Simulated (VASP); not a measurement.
Input of a VASP 6.6.1 run:

Contents of INCAR:

```
SYSTEM = BeS
  ALGO = Normal
  EDIFF = 1E-6
  EDIFFG = -0.005
  ENCUT = 600
  GGA = PS
  IBRION = 2
  ISIF = 3
  ISMEAR = -1
  LASPH = .TRUE.
  LCHARG = .FALSE.
  LREAL = .FALSE.
  LWAVE = .FALSE.
  NELM = 100
  NSW = 80
  PREC = Accurate
  SIGMA = 0.02
```

The input KPOINTS:

```
k-points
0
G
  12 12 4
  0 0 0
```

POSCAR

```
BeS
1.0
    3.3004838062      0.0000000000      0.0000000000
   -1.6502419031      2.8583028210      0.0000000000
    0.0000000000      0.0000000000      5.2469311268
Be S
2 2
Direct
    0.0000000000      0.0000000000      0.0000000000
    0.0000000000      0.0000000000      0.5000000000
    0.3333333333      0.6666666667      0.2500000000
    0.6666666667      0.3333333333      0.7500000000
```

Potentials or basis: VASP PAW PBE potentials, release 64 (Be, S).

The run is started by

```console
$ cat potpaw_PBE.64/Be/POTCAR potpaw_PBE.64/S/POTCAR > POTCAR
$ mpirun -np 1 vasp_std > vasp.out
```

Problem. Estimate the space group after relaxing (to 0.05 Å).

Solution. P6_3/mmc (No. 194).

Problem. What does it give for the relaxed cell?

Solution. a = 3.273 Å, b = 3.273 Å, c = 5.208 Å, α = 90.00°, β = 90.00°, γ = 120.00°.

The path:
| step | energy change (eV) | largest force (eV/Å) | pressure (GPa) | volume (Å³) |
| --- | --- | --- | --- | --- |
| 1 | 0.0000 | 0.0000 | -2.64 | 49.50 |
| 2 | -0.0095 | 0.0000 | 0.64 | 48.05 |
| 3 | -0.0100 | 0.0000 | 0.00 | 48.32 |

Caveat: the PAW data sets were made with another functional, which shifts forces and pressure a little.
